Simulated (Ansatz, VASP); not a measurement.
## One calculation of Rb, two programs

```
CELL_PARAMETERS angstrom
-2.80600 2.80600 2.80600
2.80600 -2.80600 2.80600
2.80600 2.80600 -2.80600
ATOMIC_POSITIONS crystal
Rb 0.00000 0.00000 0.00000
```

Alike in both runs: task single point; functional PBE; k mesh 3 × 3 × 3; occupations fermi-dirac, width 0.05 eV; no spin polarisation.

|  | VASP | Ansatz |
| --- | --- | --- |
| version | VASP 6.6.1 | Ansatz 0.2.0 |
| potentials or method | VASP PAW PBE potentials, release 64 (Rb_sv), cutoff 520 eV | all-electron LAPW, scalar-relativistic |

|  | VASP | Ansatz | Ansatz less VASP |
| --- | --- | --- | --- |
| pressure (GPa) | 0.0 | 0.0 | 0.00 |

Ansatz ran all-electron here, and VASP with PAW potentials.

The k mesh is coarse, so the values compare programs but aren't converged.
